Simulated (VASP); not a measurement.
Set up this calculation in VASP 6.6.1, as the native input.

- Task: single point
- Functional: PBE
- Dispersion: D3(BJ)
- Potentials or basis: VASP PAW PBE potentials, release 64 (Sn_d, O)
- Cutoff: 520 eV
- k mesh: 4 × 4 × 4, shifted
- Occupations: gaussian, width 0.1 eV
- Spin: no spin polarisation
- Dipole correction: no
- Further INCAR settings: LREAL = Auto; ALGO = Normal; EDIFF = 1e-06; NBANDS = 174

The structure of Sn15O16 (a cell with a defect) lies in POSCAR:

```
Sn15O16
1.0
    0.0000000000      7.6731101714      4.7594503434
    0.0000000000     -7.6731101714      4.7594503434
    7.6731101714      0.0000000000     -4.7594503434
Sn O
15 16
Direct
    0.2459975062      0.2417342840      0.2500000000
    0.7417342840      0.7459975062      0.2500000000
    0.9901507040      0.4901507040      0.2500000000
    0.2459975062      0.7459975062      0.7542632223
    0.4997733203      0.4997733203      0.7500000000
    0.9997733203      0.9997733203      0.7500000000
    0.7417342840      0.2417342840      0.7457367777
    0.7543888605     -0.0018838284     -0.0062726890
    0.4981161716      0.2543888605     -0.0062726890
    0.0169305430      0.7597454144      0.0071851287
    0.2597454144      0.5169305430      0.0071851287
    0.5025602857      0.7597454144      0.4928148713
    0.7543888605      0.5106615495      0.5062726890
    0.2597454144      0.0025602857      0.4928148713
    0.0106615495      0.2543888605      0.5062726890
    0.2296435310      0.7296435310     -0.0213669473
    0.0017843047      0.0025770408     -0.0053504676
    0.5025770408      0.5017843047     -0.0053504676
    0.7447110574      0.2447110574     -0.0012842392
   -0.0040047034      0.4959952966      0.5012842392
    0.2571347723      0.2579275084      0.5053504676
    0.7579275084      0.7571347723      0.5053504676
    0.5010104782      0.0010104782      0.5213669473
    0.5010104782      0.7296435310      0.2500000000
    0.2296435310      0.0010104782      0.2500000000
    0.7447110574      0.4959952966      0.2500000000
   -0.0040047034      0.2447110574      0.2500000000
    0.2571347723      0.5017843047      0.7492072638
    0.5025770408      0.2579275084      0.7507927362
    0.0017843047      0.7571347723      0.7492072638
    0.7579275084      0.0025770408      0.7507927362
```

This cell differs from its parent crystal: atoms taken out, then relaxed in part.

One way to write it, as run:

INCAR

```
ALGO     = Normal         # electronic algorithm
EDIFF    = 1E-6           # SCF threshold, eV
ENCUT    = 520            # plane-wave cutoff, eV
GGA      = PE             # functional
GGA_COMPAT= F            
ISIF     = 2              # what is computed and relaxed
ISMEAR   = 0              # smearing method
IVDW     = 12             # dispersion correction
KPAR     = 4            
LASPH    = T              # aspherical terms in the spheres
LCHARG   = F              # write CHGCAR
LREAL    = Auto         
LWAVE    = F              # write WAVECAR
NBANDS   = 174            # bands
NELM     = 120            # most SCF steps
PREC     = Accurate       # precision mode
SIGMA    = 0.1            # smearing width, eV
```

KPOINTS

```
Automatic mesh
0
Gamma
  4 4 4
  0.5 0.5 0.5
```

Potentials or basis: VASP PAW PBE potentials, release 64 (Sn_d, O).

Run with:

```console
$ cat potpaw_PBE.64/Sn_d/POTCAR potpaw_PBE.64/O/POTCAR > POTCAR
$ mpirun -np 4 vasp_std > vasp.out
```

It gave:

```json
{"Pressure": "-0.7 GPa", "Largest force": "0.096 eV/Å", "Band gap on the k mesh": "zero (bands 153 and 154 overlap by 0.11 eV)", "Dispersion energy per atom": "-0.218 eV"}
```

Caveat: the cell differs from its parent crystal (atoms taken out, then relaxed in part); spin-orbit coupling is left out, which moves the levels of the heavy elements.

It took 16 min on 4 MPI ranks on Intel(R) Xeon(R) Platinum 8375C CPU @ 2.90GHz (Ice Lake), with other jobs on the host, peak memory 1.1 GiB a rank.
